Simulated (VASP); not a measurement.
A run of VASP 6.6.1 is set up as follows.

Contents of INCAR:

```
PREC = Accurate
ENCUT = 520
EDIFF = 1E-8
ISMEAR = -1
SIGMA = 0.05
LREAL = F
LASPH = T
NELM = 100
ALGO = Normal
ISIF = 2
LWAVE = F
LCHARG = F
GGA = PS
LEFG = T
NBANDS = 17
```

File KPOINTS:

```
regular mesh
0
Gamma
  10 10 10
```

File POSCAR:

```
TePb
1.0
    0.0000000000      3.6673972383      3.6673972383
    3.6673972383      0.0000000000      3.6673972383
    3.6673972383      3.6673972383      0.0000000000
Pb Te
1 1
Direct
    0.0000000000      0.0000000000      0.0000000000
    0.2500000000      0.2500000000      0.2500000000
```

Potentials or basis: VASP PAW PBE potentials, release 64 (Pb_d, Te).

Run with:

```bash
$ cat potpaw_PBE.64/Pb_d/POTCAR potpaw_PBE.64/Te/POTCAR > POTCAR
$ mpirun -np 1 vasp_std > vasp.out
```

Problem. Estimate the pressure.

Solution. -1.3 GPa.

Problem. Predict the band gap on the k mesh.

Solution. 0.63 eV (least direct gap 1.15 eV).

Caveat: the PAW data sets were made with another functional, which shifts forces and pressure a little; spin-orbit coupling is left out, which moves the levels of the heavy elements. A k mesh can miss the band edges.
